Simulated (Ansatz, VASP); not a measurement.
**One calculation of Sn, two programs**

The input POSCAR:

```
Sn
1.0
    0.0000000000      3.2840539893      3.2840539893
    3.2840539893      0.0000000000      3.2840539893
    3.2840539893      3.2840539893      0.0000000000
Sn
2
Direct
    0.5000000000      0.5000000000      0.5000000000
    0.7500000000      0.7500000000      0.7500000000
```

INCAR.step1

```
SYSTEM = Sn
  PREC = Accurate
  ENCUT = 520
  ISMEAR = -1
  SIGMA = 0.2
  LREAL = .FALSE.
  LASPH = .TRUE.
  NELM = 100
  NBANDS = 21
  GGA = PE
  ALGO = Normal
  EDIFF = 1E-4
  LWAVE = .TRUE.
  LCHARG = .FALSE.
```

File INCAR.step2:

```
SYSTEM = Sn
  PREC = Accurate
  ENCUT = 520
  EDIFF = 1E-6
  ISMEAR = -1
  SIGMA = 0.2
  LREAL = .FALSE.
  LASPH = .TRUE.
  NELM = 100
  ALGO = Normal
  ISIF = 2
  LWAVE = .FALSE.
  LCHARG = .FALSE.
  METAGGA = R2SCAN
  LMIXTAU = .TRUE.
  NBANDS = 21
  ISTART = 1
```

File KPOINTS:

```
Automatic mesh
0
G
  8 8 8
  0 0 0
```

Input for Ansatz:

```yaml
crystal:
  lattice:
    - [0.0, 3.2840539893, 3.2840539893]
    - [3.2840539893, 0.0, 3.2840539893]
    - [3.2840539893, 3.2840539893, 0.0]
  atoms:
    - { symbol: Sn, position: [0.5, 0.5, 0.5] }
    - { symbol: Sn, position: [0.75, 0.75, 0.75] }
hamiltonian:
  xc: r2scan
  pseudopotentials:
    kind: paw
    azcp:
      Sn: "pseudopotentials/Sn.paw.azcp"
basis:
  ecutwfc: 500
  fft_grid_basis: typed
kpoints:
  mp_grid: { grid: [8, 8, 8], shift: [0, 0, 0] }
magnetization:
  spin_polarized: false
scf:
  occupations: { method: fermi_dirac, width: 0.2 }
  lower_state_search: "off"
output:
  stress: true
```

Alike in both runs: task single point; functional r2SCAN; k mesh 8 × 8 × 8; occupations fermi-dirac, width 0.2 eV; no spin polarisation.

|  | VASP | Ansatz |
| --- | --- | --- |
| version | VASP 6.6.1 | Ansatz 0.2.0 |
| potentials or method | VASP PAW PBE potentials, release 64 (Sn_d), cutoff 520 eV | plane waves (500 eV) with PAW, scalar-relativistic |
| valence electrons in the cell | 28 | 28 |

|  | VASP | Ansatz | Ansatz less VASP |
| --- | --- | --- | --- |
| pressure (GPa) | 0.1 | 0.1 | +0.05 |

VASP's potentials were made for PBE, not for r2SCAN.
